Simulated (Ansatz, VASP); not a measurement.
One calculation of BN, two programs

The input INCAR:

```
SYSTEM = BN
PREC = Accurate
ENCUT = 520
EDIFF = 1E-6
ISMEAR = -1
SIGMA = 0.02
LREAL = .False.
LASPH = .True.
NELM = 60
ALGO = Normal
ISIF = 2
LWAVE = .False.
LCHARG = .False.
GGA = PE
NBANDS = 11
```

File KPOINTS:

```
Automatic mesh
0
Gamma
  12 12 12
  0 0 0
```

File POSCAR:

```
BN
1.0
    0.0153609458      1.8005138019      1.8005138019
    1.8005138019      0.0153609458      1.8005138019
    1.8005138019      1.8005138019      0.0153609458
B N
1 1
Direct
    0.0000591269      0.0000591269      0.0000591269
    0.2499408731      0.2499408731      0.2499408731
```

Input for Ansatz:

```yaml
crystal:
  lattice:
    - [0.0153609458, 1.8005138019, 1.8005138019]
    - [1.8005138019, 0.0153609458, 1.8005138019]
    - [1.8005138019, 1.8005138019, 0.0153609458]
  atoms:
    - { symbol: B, position: [5.91269e-05, 5.91269e-05, 5.91269e-05] }
    - { symbol: "N", position: [0.2499408731, 0.2499408731, 0.2499408731] }
kpoints:
  mp_grid: { grid: [12, 12, 12] }
  band_path:
    path:
      - [0.0, 0.0, 0.0]
      - [-0.5, -0.5, 0.0]
      - [-0.375, -0.375, 0.25]
      - [-0.375, 0.0, 0.375]
      - [0.0, 0.0, 0.5]
      - [-0.5, -0.25, 0.25]
    npoints: 1
hamiltonian:
  xc: pbe
scf:
  occupations: { method: fermi_dirac, width: 0.02 }
  n_extra_bands: 4
output:
  forces: true
  stress: true
  eigenvalues: true
```

Change from the starting cell: epitaxial_111 strain -1.1%.

Alike in both runs: task single point; functional PBE; k mesh 12 × 12 × 12; occupations fermi-dirac, width 0.02 eV; no spin polarisation.

|  | VASP | Ansatz |
| --- | --- | --- |
| version | VASP 6.6.1 | Ansatz 0.2.0 |
| potentials or method | VASP PAW PBE potentials, release 64 (B, N) | plane waves, PAW |
| plane-wave cutoff (eV) | 520 | 420 |
| valence electrons in the cell | 8 | 8 |

Ansatz gave:

```
gap on the k mesh at the Fermi level (eV)                     : 4.47
pressure (GPa)                                                : 12.9
traceless stress, the component that is largest in VASP (GPa) : -4.08
rms of the force components (eV/Å)                            : 0.010
```

**Question.** What did VASP give for the same quantities?

**Answer.** gap on the k mesh at the Fermi level (eV): 4.46; pressure (GPa): 13.3; traceless stress, the component that is largest in VASP (GPa): -4.11; rms of the force components (eV/Å): 0.011.

Atom by atom the forces differ by 0.001 eV/Å (rms over components). The functional is the same, so the differences come from potentials, cutoffs and numerics.
